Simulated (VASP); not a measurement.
A run of VASP 6.6.1 is set up as follows.

File INCAR:

```
  PREC = Accurate
  ENCUT = 520
  EDIFF = 1E-6
  ISMEAR = 0
  SIGMA = 0.1
  LREAL = F
  LASPH = T
  NELM = 60
  ALGO = Normal
  ISIF = 2
  LWAVE = F
  LCHARG = F
  LDIPOL = T
  IDIPOL = 3
  DIPOL = 0.5 0.5 0.270
  GGA = PE
  NBANDS = 40
```

File KPOINTS:

```
Automatic mesh
0
Gamma
  4 4 1
```

File POSCAR:

```
Ca5Ta
1.0
    5.2256474349      0.0000000000      0.0000000000
    0.0000000000      5.2256474349      0.0000000000
    0.0000000000      0.0000000000     31.4774249284
Ca Ta
5 1
Direct
    1.0000000000      0.5000000000      0.3397963398
    0.5000000000      0.0000000000      0.3397963398
    1.0000000000      0.5000000000      0.2002732509
    0.5000000000      0.0000000000      0.2002732509
    0.0000000000      0.0000000000      0.2700347954
    0.5000000000      0.5000000000      0.2700347954
```

Potentials or basis: VASP PAW PBE potentials, release 64 (Ca_sv, Ta_pv).

Launch:

```console
$ cat potpaw_PBE.64/Ca_sv/POTCAR potpaw_PBE.64/Ta_pv/POTCAR > POTCAR
$ mpirun -np 1 vasp_std > vasp.out
```

Question: Estimate the largest force.

Answer: 0.018 eV/Å.

Question: What does it give for the band gap on the k mesh?

Answer: Zero (an odd number of electrons rules out a gap without spin polarisation).

Forces in eV/Å, atoms in the order of the input:
```
Ca   0.000  0.000 -0.018
Ca   0.000  0.000 -0.018
Ca   0.000  0.000  0.018
Ca   0.000  0.000  0.018
Ca   0.000  0.000  0.000
Ta   0.000  0.000  0.000
```

Caveat: spin-orbit coupling is left out, which moves the levels of the heavy elements.
